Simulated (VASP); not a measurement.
## Nb: single point with PBEsol

Crystal: Nb.

```
Nb
1.0
     4.82579    0.00000    0.00000
    -2.41289    4.17925    0.00000
     0.00000    0.00000    2.65589
Nb
3
Direct
  0.00000 0.00000 0.00000
  0.33333 0.66667 0.50000
  0.66667 0.33333 0.50000
```

| Item | Value |
| --- | --- |
| Program | VASP 6.6.1 |
| Task | single point |
| Functional | PBEsol |
| Potentials or basis | VASP PAW PBE potentials, release 64 (Nb_sv) |
| Cutoff | 520 eV |
| k mesh | 9 × 9 × 13 |
| Occupations | fermi-dirac, width 0.1 eV |
| Spin | no spin polarisation |

| Quantity | Value |
| --- | --- |
| Pressure | -0.2 GPa |

Stress tensor (GPa, compression positive):
```
 0.12  0.00  0.00
 0.00  0.12  0.00
 0.00  0.00 -0.77
```

Levels at points of the mesh, in eV from the Fermi level:
| k point | band 18 | band 19 | band 20 | band 21 | band 22 | band 23 |
| --- | --- | --- | --- | --- | --- | --- |
| (0.00, 0.00, 0.00) | -1.21 | -1.21 | -1.01 | 0.62 | 0.62 | 3.00 |

Run time: 79 s on 1 thread of Intel(R) Xeon(R) Platinum 8259CL CPU @ 2.50GHz (Skylake/Cascade Lake), with other jobs on the host, peak memory 0.22 GiB.

Caveat: the PAW data sets were made with another functional, which shifts forces and pressure a little.
